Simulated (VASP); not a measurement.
# ZnSe (F-43m) in VASP: a series of runs, part 2 of 2

VASP 6.6.1. The steps go on from the part before.

## 3. Single point, PBE+D3(BJ)

This run uses another cell than the first one, of 24.58 Å³/atom.

INCAR reads:

```
SYSTEM = ZnSe
PREC = Accurate
ENCUT = 500
EDIFF = 1E-6
ISMEAR = 0
SIGMA = 0.01
LREAL = .FALSE.
LASPH = .TRUE.
NELM = 120
ALGO = Normal
ISIF = 2
LWAVE = .FALSE.
LCHARG = .FALSE.
GGA = PE
IVDW = 12
NBANDS = 16
GGA_COMPAT = .FALSE.
```

KPOINTS reads:

```
Automatic mesh
0
G
  6 6 6
  0 0 0
```

POSCAR reads:

```
ZnSe
1.0
    0.0000000000      2.9074379026      2.9074379026
    2.9074379026      0.0000000000      2.9074379026
    2.9074379026      2.9074379026      0.0000000000
Zn Se
1 1
Direct
    0.0000000000      0.0000000000      0.0000000000
    0.2500000000      0.2500000000      0.2500000000
```

Potentials or basis: VASP PAW PBE potentials, release 64 (Zn, Se).

Started as:

```console
cat potpaw_PBE.64/Zn/POTCAR potpaw_PBE.64/Se/POTCAR > POTCAR
mpirun -np 1 vasp_std > vasp.out
```

OUTCAR:

```text
SYSTEM = ZnSe
   PREC = Accurate
   ENCUT = 500
   EDIFF = 1E-6
   ISMEAR = 0
   LREAL = .FALSE.
   LASPH = .TRUE.
   NELM = 120
   ISIF = 2
   GGA = PE
   IVDW = 12
 IVDW          = 12

 ion  position               nearest neighbor table
   1  0.000  0.000  0.000-   2 2.52   2 2.52   2 2.52   2 2.52
   2  0.250  0.250  0.250-   1 2.52   1 2.52   1 2.52   1 2.52

  LATTYP: Found a face centered cubic cell.
 ALAT       =     5.8148758052

  Lattice vectors:

 A1 = (   0.0000000000,   2.9074379026,   2.9074379026)
 A2 = (   2.9074379026,   0.0000000000,   2.9074379026)
 A3 = (   2.9074379026,   2.9074379026,   0.0000000000)

Analysis of symmetry for initial positions (statically):
=====================================================================
 Subroutine PRICEL returns:
 Original cell was already a primitive cell.

 Routine SETGRP: Setting up the symmetry group for a
 face centered cubic supercell.

 Subroutine GETGRP returns: Found 24 space group operations
 (whereof 24 operations were pure point group operations)
 out of a pool of 48 trial point group operations.

The static configuration has the point symmetry T_d .

Analysis of symmetry for dynamics (positions and initial velocities):
=====================================================================
 Subroutine PRICEL returns:
 Original cell was already a primitive cell.

 Routine SETGRP: Setting up the symmetry group for a
 face centered cubic supercell.

 Subroutine GETGRP returns: Found 24 space group operations
 (whereof 24 operations were pure point group operations)
 out of a pool of 48 trial point group operations.

The dynamic configuration has the point symmetry T_d .

 Subroutine INISYM returns: Found 24 space group operations
 (whereof 24 operations are pure point group operations),
 and found     1 'primitive' translations

----------------------------------------------------------------------------------------

                                     Primitive cell

  volume of cell :      49.1543

  direct lattice vectors                    reciprocal lattice vectors
     0.000000000  2.907437903  2.907437903    -0.171972719  0.171972719  0.171972719
     2.907437903  0.000000000  2.907437903     0.171972719 -0.171972719  0.171972719
     2.907437903  2.907437903  0.000000000     0.171972719  0.171972719 -0.171972719

  length of vectors
     4.111738114  4.111738114  4.111738114     0.297865486  0.297865486  0.297865486

  position of ions in fractional coordinates (direct lattice)
     0.000000000  0.000000000  0.000000000
     0.250000000  0.250000000  0.250000000

  ion indices of the primitive-cell ions
   primitive index   ion index
                 1           1
                 2           2

----------------------------------------------------------------------------------------

 KPOINTS: Automatic mesh

Automatic generation of k-mesh.
 Grid dimensions read from file:
 generate k-points for:    6    6    6

 Generating k-lattice:

  Cartesian coordinates                     Fractional coordinates (reciprocal lattice)
    -0.028662120  0.028662120  0.028662120     0.166666667  0.000000000  0.000000000
     0.028662120 -0.028662120  0.028662120     0.000000000  0.166666667  0.000000000
     0.028662120  0.028662120 -0.028662120     0.000000000  0.000000000  0.166666667

  Length of vectors
     0.049644248  0.049644248  0.049644248

  Shift w.r.t. Gamma in fractional coordinates (k-lattice)
     0.000000000  0.000000000  0.000000000

 Subroutine IBZKPT returns following result:
 ===========================================

 Found     16 irreducible k-points:

 Following reciprocal coordinates:
            Coordinates               Weight
  0.000000  0.000000  0.000000      1.000000
  0.166667  0.000000  0.000000      8.000000
  0.333333  0.000000  0.000000      8.000000
  0.500000  0.000000  0.000000      4.000000
  0.166667  0.166667  0.000000      6.000000
  0.333333  0.166667  0.000000     24.000000
[... 8 lines left out ...]
 -0.333333  0.333333  0.166667     24.000000
 -0.333333  0.500000  0.166667     12.000000
   k-points           NKPTS =     16   k-points in BZ     NKDIM =     16   number of bands    NBANDS=     16
   number of dos      NEDOS =    301   number of ions     NIONS =      2
   total plane-waves  NPLWV =  27000
   dimension x,y,z NGX =    30 NGY =   30 NGZ =   30
   dimension x,y,z NGXF=    60 NGYF=   60 NGZF=   60
   ions per type =               1   1
   NGX,Y,Z   is equivalent  to a cutoff of  12.13, 12.13, 12.13 a.u.
   NGXF,Y,Z  is equivalent  to a cutoff of  24.26, 24.26, 24.26 a.u.
 SYSTEM =  ZnSe
   PREC   = accura    normal or accurate (medium, high low for compatibility)
   ISTART =      0    job   : 0-new  1-cont  2-samecut
   ICHARG =      2    charge: 1-file 2-atom 10-const
   ISPIN  =      1    spin polarized calculation?
   LNONCOLLINEAR =      F non collinear calculations
   LSORBIT =      F    spin-orbit coupling
   LASPH  =      T    aspherical Exc in radial PAW
   ENCUT  =  500.0 eV  36.75 Ry    6.06 a.u.   7.50  7.50  7.50*2*pi/ulx,y,z
   NELM   =    120;   NELMIN=  2; NELMDL= -5     # of ELM steps
   EDIFF  = 0.1E-05   stopping-criterion for ELM
   LREAL  =      F    real-space projection
   EDIFFG = 0.1E-04   stopping-criterion for IOM
   NSW    =      0    number of steps for IOM
   IBRION =     -1    ionic relax: 0-MD 1-quasi-New 2-CG
   NFREE  =      0    steps in history (QN), initial steepest desc. (CG)
   ISIF   =      2    stress and relaxation
   ISYM   =      2    0-nonsym 1-usesym 2-fastsym
   POTIM  = 0.5000    time-step for ionic-motion
   TEBEG  =    0.0;   TEEND  =   0.0 temperature during run
   PSTRESS=    0.0 pullay stress
   NELECT =      18.0000    total number of electrons
   NUPDOWN=      -1.0000    fix difference up-down
   EMIN   =  10.00;   EMAX   =-10.00  energy-range for DOS
   EFERMI =   0.00;   METHOD = LEGACY
   ISMEAR =     0;   SIGMA  =   0.01  broadening in eV -4-tet -1-fermi 0-gaus
   EFERMI_NEDOS =   21; number of points for ismear=-14 and -15
   IALGO  =     38    algorithm
   IMIX   =      4    mixing-type and parameters
     AMIX     =   0.40;   BMIX     =  1.00
     AMIX_MAG =   1.60;   BMIX_MAG =  1.00
  volume/ion in A,a.u.               =      24.58       165.85
  Fermi-wavevector in a.u.,A,eV,Ry     =   1.171238  2.213319 18.664457  1.371799
  Thomas-Fermi vector in A             =   2.307685
   LORBIT       =      0    0 simple, 1 ext, 2 COOP (PROOUT), +10 PAW based schemes
   GGA     = PE    functional components
   LHFCALC =     F    Hartree Fock is set to
   AEXX    =    0.0000 exact exchange contribution
   IVDW    =    12    specifies the selected vdW correction
   LEPSILON=     F    determine dielectric tensor
   LRPA    =     F    only Hartree local field effects (RPA)
 non-spin polarized calculation
 Gauss-broadening in eV      SIGMA  =   0.01
  energy-cutoff  :      500.00
  volume of cell :       49.15
 maximum number of plane-waves:      1272
 NGX is ok and might be reduce to    30
   NGX = 15   NGY = 15   NGZ = 15

 number of electron      17.9999992 magnetization

 Free energy of the ion-electron system (eV)
  ---------------------------------------------------
  ext. energy  EPLUGINS =         0.00000000
  ---------------------------------------------------
  free energy    TOTEN  =        -6.01532073 eV

  energy without entropy =       -6.01532073  energy(sigma->0) =       -6.01532073

 E-fermi :   1.0984     XC(G=0):  -8.9731

 val. band max:        0.9869984051   @ k =   0.0000   0.0000   0.0000
 cond. band min:       1.9745887920   @ k =   0.0000   0.0000   0.0000
 fundamental gap:      0.9875903868
 Fermi energy:         1.0983820550

 k-point     1 :       0.0000    0.0000    0.0000
  band No.  band energies     occupation
      1     -11.8085      2.00000
      2      -5.3126      2.00000
      3      -5.3126      2.00000
      4      -5.3126      2.00000
      5      -5.0091      2.00000
      6      -5.0091      2.00000
[... 8 lines left out ...]
     15      12.2824      0.00000
     16      12.2824      0.00000
[... 267 lines left out ...]
 k-point    16 :      -0.3333    0.5000    0.1667
  band No.  band energies     occupation
      1     -10.9166      2.00000
      2      -5.2122      2.00000
      3      -5.1362      2.00000
      4      -5.0709      2.00000
      5      -4.9960      2.00000
      6      -4.7868      2.00000
[... 8 lines left out ...]
     15      14.3246      0.00000
     16      14.7582      0.00000

------------------------ aborting loop because EDIFF is reached ----------------------------------------

 Edisp (eV)   -0.59119

 E8    (eV) :    -0.2463

  FORCE on cell =-STRESS in cart. coord.  units (eV):
  Direction    XX          YY          ZZ          XY          YZ          ZX
  --------------------------------------------------------------------------------------
  -------------------------------------------------------------------------------------
  Total      -1.28480    -1.28480    -1.28480     0.00000     0.00000     0.00000
  in kB     -41.87805   -41.87805   -41.87805     0.00000     0.00000     0.00000
  external pressure =      -41.88 kB  Pullay stress =        0.00 kB

 VOLUME and BASIS-vectors are now :
 -----------------------------------------------------------------------------
  energy-cutoff  :      500.00
  volume of cell :       49.15
      direct lattice vectors                 reciprocal lattice vectors
     0.000000000  2.907437903  2.907437903    -0.171972719  0.171972719  0.171972719
     2.907437903  0.000000000  2.907437903     0.171972719 -0.171972719  0.171972719
     2.907437903  2.907437903  0.000000000     0.171972719  0.171972719 -0.171972719

 POSITION                                       TOTAL-FORCE (eV/Angst)
 -----------------------------------------------------------------------------------
      0.00000      0.00000      0.00000        -0.000000     -0.000000     -0.000000
      1.45372      1.45372      1.45372         0.000000      0.000000      0.000000
 -----------------------------------------------------------------------------------
    total drift:                                0.000000      0.000000      0.000000

  FREE ENERGIE OF THE ION-ELECTRON SYSTEM (eV)
  ---------------------------------------------------
  free  energy   TOTEN  =        -6.6065147592 eV

  energy  without entropy=       -6.6065147592  energy(sigma->0) =       -6.60651476
```

Wall time 13 s (1 thread of Intel Xeon Platinum 8259CL at 2.50GHz (Skylake/Cascade Lake), shared host); peak memory 0.18 GiB.

What came out:

- Free energy: -6.6065 eV
- Pressure: -4.2 GPa
- Band gap on the k mesh: 0.99 eV
- Dispersion energy per atom: -0.296 eV

Caveat: the cell stands under tension.
